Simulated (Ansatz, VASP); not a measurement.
## Ir: VASP beside Ansatz

File INCAR:

```
PREC     = Accurate       # precision mode
ENCUT    = 420            # plane-wave cutoff, eV
EDIFF    = 1E-8           # SCF threshold, eV
ISMEAR   = -1             # smearing method
SIGMA    = 0.15           # smearing width, eV
LREAL    = F              # projectors in reciprocal space
LASPH    = T              # aspherical terms in the spheres
NELM     = 120            # most SCF steps
ALGO     = Normal         # electronic algorithm
ISIF     = 2              # what is computed and relaxed
LWAVE    = F              # write WAVECAR
LCHARG   = F              # write CHGCAR
GGA      = PS             # functional
LEFG     = T            
NBANDS   = 24             # bands
GGA_COMPAT= F
```

KPOINTS

```
Automatic mesh
0
Gamma
  18 18 10
```

POSCAR

```
Ir
1.0
    2.7213187380      0.0000000000      0.0000000000
   -1.3606593690      2.3567311589      0.0000000000
    0.0000000000      0.0000000000      4.4100191876
Ir
2
Direct
    0.6666666667      0.3333333333      0.7500000000
    0.3333333333      0.6666666667      0.2500000000
```

Input for Ansatz:

```yaml
crystal:
  lattice:
    - [2.721318738, 0.0, 0.0]
    - [-1.360659369, 2.3567311589, 0.0]
    - [0.0, 0.0, 4.4100191876]
  atoms:
    - { symbol: Ir, position: [0.6666666667, 0.3333333333, 0.75] }
    - { symbol: Ir, position: [0.3333333333, 0.6666666667, 0.25] }
basis:
  ecutwfc: 420
kpoints:
  mp_grid: { grid: [18, 18, 10] }
hamiltonian:
  xc: pbesol
scf:
  occupations: { method: fermi_dirac, width: 0.15 }
output:
  forces: true
  stress: true
  eigenvalues: true
  efg: {}
checkpoint:
  read: start.run
  write: ck
  compress: false
  write_wavefunctions: false
  write_every: 100000
```

Alike in both runs: task electric field gradients; functional PBEsol; k mesh 18 × 18 × 10; occupations fermi-dirac, width 0.15 eV; no spin polarisation.

|  | VASP | Ansatz |
| --- | --- | --- |
| version | VASP 6.6.1 | Ansatz 0.2.0 |
| potentials or method | VASP PAW PBE potentials, release 64 (Ir_sv_GW), cutoff 420 eV | scalar-relativistic, plane waves, PAW |
| valence electrons in the cell | 34 | 34 |

Ansatz gave:

```
gap on the k mesh at the Fermi level (eV)            : none
size of Vzz on the site where it differs most (V/Å²) : 9.5
```

Problem. What did VASP give for the same quantities?

Solution. gap on the k mesh at the Fermi level (eV): none; size of Vzz on the site where it differs most (V/Å²): 4.8.

VASP's potentials were made for PBE, not for PBEsol. A gap of «none» marks a metal or a gap that the smearing closes. The functional is the same, so the differences come from potentials, cutoffs and numerics.

Neither program's run includes spin-orbit coupling.
